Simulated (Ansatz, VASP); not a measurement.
Two plane-wave programs on SiB6

```
Si B
1.0
     0.00000    2.95048    2.95048
     2.95048    0.00000    2.95048
     2.95048    2.95048    0.00000
Si B
1 6
Direct
  0.00000 0.00000 0.00000
  0.50000 0.50000 0.00000
  0.50000 0.00000 0.50000
  0.00000 0.00000 0.50000
  0.00000 0.50000 0.00000
  0.00000 0.50000 0.50000
  0.50000 0.00000 0.00000
```

Change from the starting cell: species swapped into the Zn6Mo type (Fm-3m, No. 225).

Alike in both runs: functional PBE; k mesh 4 × 4 × 4; occupations gaussian, width 0.2 eV; no spin polarisation.

Ansatz relaxed the structure, and its values are those at the end. VASP's run is a single point on that final structure, the one shown.

```csv
,VASP,Ansatz
version,VASP 6.6.1,Ansatz 0.2.0
potentials or method,"VASP PAW PBE potentials, release 64 (Si, B), cutoff 500 eV","scalar-relativistic, plane waves, PAW"
valence electrons in the cell,22,22
```

|  | VASP | Ansatz | Ansatz less VASP |
| --- | --- | --- | --- |
| gap on the k mesh at the Fermi level (eV) | none | none | - |
| pressure (GPa) | -0.4 | -0.3 | +0.13 |

A gap of «none» marks a metal or a gap that the smearing closes.

The k mesh is coarse, so the values compare programs but aren't converged.
